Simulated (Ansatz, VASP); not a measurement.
# One calculation of Ca3SbP, two programs

Contents of INCAR:

```
SYSTEM = Ca3SbP
  ALGO = Normal
  EDIFF = 1E-7
  ENCUT = 520
  GGA = CA
  ISIF = 2
  ISMEAR = 0
  LASPH = .TRUE.
  LCHARG = .FALSE.
  LREAL = .FALSE.
  LWAVE = .FALSE.
  NBANDS = 28
  NELM = 60
  PREC = Accurate
  SIGMA = 0.05
```

KPOINTS

```
k-points
0
G
  6 6 6
  0 0 0
```

File POSCAR:

```
Ca3SbP
1.0
    5.1639159141      0.0000000000      0.0000000000
    0.0000000000      5.1639159141      0.0000000000
    0.0000000000      0.0000000000      5.1639159141
Ca Sb P
3 1 1
Direct
   -0.0028706930      0.5000000000      0.5000000000
    0.4885749495      0.0000000000      0.5000000000
    0.4885749495      0.5000000000      0.0000000000
    0.0087763672      0.0000000000      0.0000000000
    0.4987805006      0.5000000000      0.5000000000
```

Input for Ansatz:

```yaml
crystal:
  lattice:
    - [5.1639159141, 0.0, 0.0]
    - [0.0, 5.1639159141, 0.0]
    - [0.0, 0.0, 5.1639159141]
  atoms:
    - { symbol: Ca, position: [-0.002870693, 0.5, 0.5] }
    - { symbol: Ca, position: [0.4885749495, 0.0, 0.5] }
    - { symbol: Ca, position: [0.4885749495, 0.5, 0.0] }
    - { symbol: Sb, position: [0.0087763672, 0.0, 0.0] }
    - { symbol: P, position: [0.4987805006, 0.5, 0.5] }
basis:
  ecutwfc: 420
kpoints:
  mp_grid: { grid: [6, 6, 6] }
hamiltonian:
  xc: lda
scf:
  occupations: { method: gaussian, width: 0.05 }
output:
  forces: true
  stress: true
  eigenvalues: true
```

Change from the starting cell: mode 1 frozen in at -0.060 Å, equal normal strain along x, y and z -0.0167.

Alike in both runs: task single point; functional LDA; k mesh 6 × 6 × 6; occupations gaussian, width 0.05 eV; no spin polarisation.

|  | VASP | Ansatz |
| --- | --- | --- |
| version | VASP 6.6.1 | Ansatz 0.2.0 |
| potentials or method | VASP PAW LDA potentials, release 64 (Ca_sv, Sb, P), cutoff 520 eV | scalar-relativistic, plane waves, PAW |
| valence electrons in the cell | 40 | 50 |

|  | VASP | Ansatz | Ansatz less VASP |
| --- | --- | --- | --- |
| gap on the k mesh at the Fermi level (eV) | 0.43 | 0.44 | +0.014 |
| least direct gap on the mesh (eV) | 0.43 | 0.44 | +0.014 |
| pressure (GPa) | 2.7 | 2.5 | -0.21 |
| traceless stress, the component that is largest in VASP (GPa) | 0.07 | 0.07 | 0.000 |
| rms of the force components (eV/Å) | 0.004 | 0.003 | -0.0009 |

LDA's correlation is that of Perdew and Zunger in VASP and of Perdew and Wang (1992) in Ansatz. Atom by atom the forces differ by 0.001 eV/Å (rms over components). VASP's potentials hold 40 valence electrons a cell and Ansatz's 50, so a difference there can come from the potentials and not from the codes.

Neither program's run includes spin-orbit coupling.
